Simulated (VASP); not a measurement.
# Ta2AlF3 (P4/mmm) in VASP: notebook

Runs on Ta2AlF3. Level: PBE. Tasks: single point, relaxation of cell and atoms.

Everything below comes from runs of VASP 6.6.1. Logs are shortened: lines on timing, memory, paths and dates and some standing lists are left out, and cuts for length are marked.

## 1. The cell of the first run

It takes space group P4/mmm (No. 123, tetragonal). The conventional cell has a = 3.066 Å, b = 3.066 Å, c = 10.249 Å, α = 90.00°, β = 90.00°, γ = 90.00°. Within 3.4 Å of Ta (site symmetry 4mm) lie 8 F at 2.56 to 2.67 Å and 5 Ta at 3.07 to 3.13 Å. Within 4.0 Å of Al (site symmetry 4/mmm) lie 4 Al at 3.07 Å and 8 F at 3.09 Å and 2 Ta at 3.56 Å. Within 3.5 Å of F (site symmetry 4/mmm) lie 8 Ta at 2.67 Å and 6 F at 2.93 to 3.07 Å. F (site symmetry 4mm) has 4 Ta at 2.56 Å and 5 F at 2.93 to 3.07 Å and 4 Al at 3.09 Å within 3.4 Å.

The cell was generated, and may not be a known phase.

## 2. Single point, PBE

INCAR

```
SYSTEM = Ta2AlF3
ALGO     = Normal         ! electronic algorithm
EDIFF    = 1E-6           ! SCF threshold, eV
ENCUT    = 520            ! plane-wave cutoff, eV
GGA      = PE             ! functional
ISIF     = 2              ! what is computed and relaxed
ISMEAR   = 0              ! smearing method
LASPH    = .True.         ! aspherical terms in the spheres
LCHARG   = .True.         ! write CHGCAR
LELF     = .True.         ! ELF
LREAL    = .False.        ! projectors in reciprocal space
LVHAR    = .True.       
LWAVE    = .False.        ! write WAVECAR
NBANDS   = 32             ! bands
NELM     = 60             ! most SCF steps
PREC     = Accurate       ! precision mode
SIGMA    = 0.1            ! smearing width, eV
```

KPOINTS

```
k-points
0
Gamma
  6 6 2
  0 0 0
```

POSCAR

```
Ta2AlF3
1.0
    3.0659323300      0.0000000000      0.0000000000
    0.0000000000      3.0659323300      0.0000000000
    0.0000000000      0.0000000000     10.2488216500
Ta Al F
2 1 3
Direct
    0.5000000000      0.5000000000      0.8473602500
    0.5000000000      0.5000000000      0.1526397500
    0.5000000000      0.5000000000      0.5000000000
    0.0000000000      0.0000000000      0.0000000000
    0.0000000000      0.0000000000      0.7145522800
    0.0000000000      0.0000000000      0.2854477200
```

Potentials or basis: VASP PAW PBE potentials, release 64 (Ta_pv, Al, F).

The run is started by

```sh
$ cat potpaw_PBE.64/Ta_pv/POTCAR potpaw_PBE.64/Al/POTCAR potpaw_PBE.64/F/POTCAR > POTCAR
$ mpirun -np 1 vasp_std > vasp.out
```

OUTCAR:

```text
SYSTEM = Ta2AlF3
   EDIFF = 1E-6
   ENCUT = 520
   GGA = PE
   ISIF = 2
   ISMEAR = 0
   LASPH = .True.
   LREAL = .False.
   NELM = 60
   PREC = Accurate

 ion  position               nearest neighbor table
   1  0.500  0.500  0.847-   5 2.56   5 2.56   5 2.56   5 2.56   4 2.67   4 2.67   4 2.67   4 2.67
                             2 3.13
   2  0.500  0.500  0.153-   6 2.56   6 2.56   6 2.56   6 2.56   4 2.67   4 2.67   4 2.67   4 2.67
                             1 3.13
   3  0.500  0.500  0.500-
   4  0.000  0.000  0.000-   1 2.67   2 2.67   1 2.67   2 2.67   1 2.67   2 2.67   1 2.67   2 2.67

   5  0.000  0.000  0.715-   1 2.56   1 2.56   1 2.56   1 2.56
   6  0.000  0.000  0.285-   2 2.56   2 2.56   2 2.56   2 2.56

  LATTYP: Found a simple tetragonal cell.
 ALAT       =     3.0659323300
 C/A-ratio  =     3.3428075205

  Lattice vectors:

 A1 = (   3.0659323300,   0.0000000000,   0.0000000000)
 A2 = (   0.0000000000,   3.0659323300,   0.0000000000)
 A3 = (   0.0000000000,   0.0000000000,  10.2488216500)

Analysis of symmetry for initial positions (statically):
=====================================================================
 Subroutine PRICEL returns:
 Original cell was already a primitive cell.

 Routine SETGRP: Setting up the symmetry group for a
 simple tetragonal supercell.

 Subroutine GETGRP returns: Found 16 space group operations
 (whereof 16 operations were pure point group operations)
 out of a pool of 16 trial point group operations.

The static configuration has the point symmetry D_4h.

Analysis of symmetry for dynamics (positions and initial velocities):
=====================================================================
 Subroutine PRICEL returns:
 Original cell was already a primitive cell.

 Routine SETGRP: Setting up the symmetry group for a
 simple tetragonal supercell.

 Subroutine GETGRP returns: Found 16 space group operations
 (whereof 16 operations were pure point group operations)
 out of a pool of 16 trial point group operations.

The dynamic configuration has the point symmetry D_4h.

 Subroutine INISYM returns: Found 16 space group operations
 (whereof 16 operations are pure point group operations),
 and found     1 'primitive' translations

[... 97 lines left out ...]
   EDIFF  = 0.1E-05   stopping-criterion for ELM
   LREAL  =      F    real-space projection
   EDIFFG = 0.1E-04   stopping-criterion for IOM
   NSW    =      0    number of steps for IOM
   IBRION =     -1    ionic relax: 0-MD 1-quasi-New 2-CG
   NFREE  =      0    steps in history (QN), initial steepest desc. (CG)
   ISIF   =      2    stress and relaxation
   ISYM   =      2    0-nonsym 1-usesym 2-fastsym
   POTIM  = 0.5000    time-step for ionic-motion
   TEBEG  =    0.0;   TEEND  =   0.0 temperature during run
   PSTRESS=    0.0 pullay stress
   NELECT =      46.0000    total number of electrons
   NUPDOWN=      -1.0000    fix difference up-down
   EMIN   =  10.00;   EMAX   =-10.00  energy-range for DOS
   EFERMI =   0.00;   METHOD = LEGACY
   ISMEAR =     0;   SIGMA  =   0.10  broadening in eV -4-tet -1-fermi 0-gaus
   EFERMI_NEDOS =   21; number of points for ismear=-14 and -15
   IALGO  =     38    algorithm
   IMIX   =      4    mixing-type and parameters
     AMIX     =   0.40;   BMIX     =  1.00
     AMIX_MAG =   1.60;   BMIX_MAG =  1.00
  volume/ion in A,a.u.               =      16.06       108.35
  Fermi-wavevector in a.u.,A,eV,Ry     =   1.279561  2.418020 22.276507  1.637277
  Thomas-Fermi vector in A             =   2.412040
   LORBIT       =      0    0 simple, 1 ext, 2 COOP (PROOUT), +10 PAW based schemes
   GGA     = PE    functional components
   LHFCALC =     F    Hartree Fock is set to
   AEXX    =    0.0000 exact exchange contribution
   IVDW    =     0    specifies the selected vdW correction
   LEPSILON=     F    determine dielectric tensor
   LRPA    =     F    only Hartree local field effects (RPA)
 non-spin polarized calculation
 Gauss-broadening in eV      SIGMA  =   0.10
  energy-cutoff  :      520.00
  volume of cell :       96.34
 maximum number of plane-waves:      2624
 NGX is ok and might be reduce to    24
   NGX = 11   NGY = 11   NGZ = 39

 number of electron      46.0000031 magnetization

 Free energy of the ion-electron system (eV)
  ---------------------------------------------------
  ext. energy  EPLUGINS =         0.00000000
  ---------------------------------------------------
  free energy    TOTEN  =       -35.25888190 eV

  energy without entropy =      -35.24290891  energy(sigma->0) =      -35.25089541

 E-fermi :   4.7245     XC(G=0): -10.4865

 val. band max:        4.7066637415   @ k =   0.3333   0.0000   0.0000
 cond. band min:       4.7361010498   @ k =   0.1667   0.0000   0.5000
 fundamental gap:      0.0294373083
 Fermi energy:         4.7245186248

 k-point     1 :       0.0000    0.0000    0.0000
  band No.  band energies     occupation
      1     -31.1571      2.00000
      2     -30.9876      2.00000
      3     -30.8640      2.00000
      4     -30.8640      2.00000
      5     -30.8500      2.00000
      6     -30.8500      2.00000
[... 689 lines left out ...]
     31       9.0581      0.00000
     32       9.1054      0.00000

------------------------ aborting loop because EDIFF is reached ----------------------------------------

  FORCE on cell =-STRESS in cart. coord.  units (eV):
  Direction    XX          YY          ZZ          XY          YZ          ZX
  --------------------------------------------------------------------------------------
  -------------------------------------------------------------------------------------
  Total       -6.1737420     -6.1737420     -4.7215542      0.0000000      0.0000000      0.0000000
  in kB     -102.6738851   -102.6738851    -78.5229302      0.0000000      0.0000000      0.0000000
  external PRESSURE =     -94.6235668 kB  Pullay stress =       0.0000000 kB

 VOLUME and BASIS-vectors are now :
 -----------------------------------------------------------------------------
  energy-cutoff  :      520.00
  volume of cell :       96.34
      direct lattice vectors                 reciprocal lattice vectors
     3.065932330  0.000000000  0.000000000     0.326165059  0.000000000  0.000000000
     0.000000000  3.065932330  0.000000000     0.000000000  0.326165059  0.000000000
     0.000000000  0.000000000 10.248821650     0.000000000  0.000000000  0.097572193

 POSITION                                       TOTAL-FORCE (eV/Angst)
 -----------------------------------------------------------------------------------
      1.53297      1.53297      8.68444        -0.000000     -0.000000      0.714221
      1.53297      1.53297      1.56438         0.000000     -0.000000     -0.714221
      1.53297      1.53297      5.12441        -0.000000      0.000000      0.000000
      0.00000      0.00000      0.00000        -0.000000      0.000000      0.000000
      0.00000      0.00000      7.32332        -0.000000      0.000000      0.564157
      0.00000      0.00000      2.92550        -0.000000      0.000000     -0.564157
 -----------------------------------------------------------------------------------
    total drift:                                0.000000     -0.000000      0.000000

  FREE ENERGIE OF THE ION-ELECTRON SYSTEM (eV)
  ---------------------------------------------------
  free  energy   TOTEN  =       -35.2588819043 eV

  energy  without entropy=      -35.2429089088  energy(sigma->0) =      -35.25089541
```

It took 52 s on 1 thread of AMD EPYC 7R13 (Zen 3), shared host; peak memory 0.2 GiB.

What came out:

```yaml
Free_energy: -35.2589 eV
Pressure: -9.5 GPa
Largest_force: 0.714 eV/Å
Band_gap_on_the_k_mesh: zero (bands 23 and 24 overlap by 2.34 eV)
```

Forces in eV/Å, atoms in the order of the input:
```
Ta   0.000  0.000  0.714
Ta   0.000  0.000 -0.714
Al   0.000  0.000  0.000
F    0.000  0.000  0.000
F    0.000  0.000  0.564
F    0.000  0.000 -0.564
```

Stress tensor (GPa, compression positive):
```
-10.27   0.00   0.00
  0.00 -10.27   0.00
  0.00   0.00  -7.85
```

Levels at points of the mesh, in eV from the Fermi level:
| k point | band 20 | band 21 | band 22 | band 23 | band 24 | band 25 | band 26 | band 27 |
| --- | --- | --- | --- | --- | --- | --- | --- | --- |
| (0.00, 0.00, 0.00) | -2.89 | -2.60 | -2.49 | -1.71 | -1.71 | -0.46 | 2.09 | 2.09 |
| (0.50, 0.00, 0.00) | -2.21 | -1.76 | -1.74 | -0.87 | 0.14 | 0.49 | 1.19 | 1.20 |
| (0.50, 0.50, 0.00) | -0.60 | 0.14 | 0.35 | 0.35 | 0.53 | 0.88 | 0.99 | 0.99 |
| (0.00, 0.00, 0.50) | -3.30 | -2.89 | -2.60 | -1.70 | -0.87 | 0.26 | 0.88 | 2.09 |
| (0.50, 0.00, 0.50) | -2.03 | -1.95 | -1.68 | -1.08 | 0.03 | 0.78 | 1.20 | 1.35 |
| (0.50, 0.50, 0.50) | -0.90 | -0.54 | 0.35 | 0.35 | 0.47 | 1.01 | 1.01 | 1.06 |

Caveat: the cell stands under tension; spin-orbit coupling is left out, which moves the levels of the heavy elements.

## 3. Single point, PBE

This run uses another cell than the first one, of 17.06 Å³/atom.

INCAR

```
ALGO     = Normal         # electronic algorithm
EDIFF    = 1E-6           # SCF threshold, eV
ENCUT    = 520            # plane-wave cutoff, eV
GGA      = PE             # functional
ISIF     = 2              # what is computed and relaxed
ISMEAR   = 0              # smearing method
LASPH    = T              # aspherical terms in the spheres
LCHARG   = T              # write CHGCAR
LELF     = T              # ELF
LREAL    = F              # projectors in reciprocal space
LVHAR    = T            
LWAVE    = F              # write WAVECAR
NBANDS   = 32             # bands
NELM     = 60             # most SCF steps
PREC     = Accurate       # precision mode
SIGMA    = 0.1            # smearing width, eV
```

KPOINTS

```
k-points
0
Gamma
  6 6 2
```

POSCAR

```
Ta2AlF3
1.0
    2.8977166989      0.0000000000      0.0000000000
    0.0000000000      2.8977166989      0.0000000000
    0.0000000000      0.0000000000     12.1921817219
Ta Al F
2 1 3
Direct
    0.5000000000      0.5000000000      0.8782634073
    0.5000000000      0.5000000000      0.1217365927
    0.5000000000      0.5000000000      0.5000000000
    0.0000000000      0.0000000000      0.0000000000
    0.0000000000      0.0000000000      0.7683446057
    0.0000000000      0.0000000000      0.2316553943
```

Potentials or basis: VASP PAW PBE potentials, release 64 (Ta_pv, Al, F).

The run is started by

```sh
$ cat potpaw_PBE.64/Ta_pv/POTCAR potpaw_PBE.64/Al/POTCAR potpaw_PBE.64/F/POTCAR > POTCAR
$ mpirun -np 1 vasp_std > vasp.out
```

Run time: 68 s. Hardware: 1 thread of AMD EPYC 7R13 (Zen 3), shared host; peak memory 0.22 GiB.

Results (log left out):

* Free energy: -35.9097 eV
* Pressure: -0.2 GPa
* Largest force: 0.038 eV/Å
* Band gap on the k mesh: zero (bands 23 and 24 overlap by 2.34 eV)

Forces in eV/Å, atoms in the order of the input:
```
Ta   0.000  0.000  0.038
Ta   0.000  0.000 -0.038
Al   0.000  0.000  0.000
F    0.000  0.000  0.000
F    0.000  0.000  0.000
F    0.000  0.000  0.000
```

Stress tensor (GPa, compression positive):
```
-0.39  0.00  0.00
 0.00 -0.39  0.00
 0.00  0.00  0.18
```

Levels at points of the mesh, in eV from the Fermi level:
```tsv
k point	band 20	band 21	band 22	band 23	band 24	band 25	band 26	band 27
(0.00, 0.00, 0.00)	-3.60	-3.21	-2.59	-2.08	-1.52	-0.56	1.77	2.63
(0.50, 0.00, 0.00)	-2.55	-2.52	-2.35	-1.20	0.51	0.80	1.35	1.64
(0.50, 0.50, 0.00)	-0.67	0.35	0.35	0.65	0.99	1.15	1.15	1.35
(0.00, 0.00, 0.50)	-3.60	-3.21	-2.80	-2.09	-0.90	-0.84	1.16	2.63
(0.50, 0.00, 0.50)	-2.52	-2.52	-2.37	-1.21	0.50	0.84	1.35	1.64
(0.50, 0.50, 0.50)	-0.67	0.35	0.35	0.64	0.91	1.15	1.15	1.35
```

Caveat: the k points lie up to 0.36 Å⁻¹ apart, too coarse for converged energies and pressures of a metal; spin-orbit coupling is left out, which moves the levels of the heavy elements.

(Part 1 of 2 ends here.)

The gap in the log of VASP goes by the Fermi energy; the results here count the filled bands.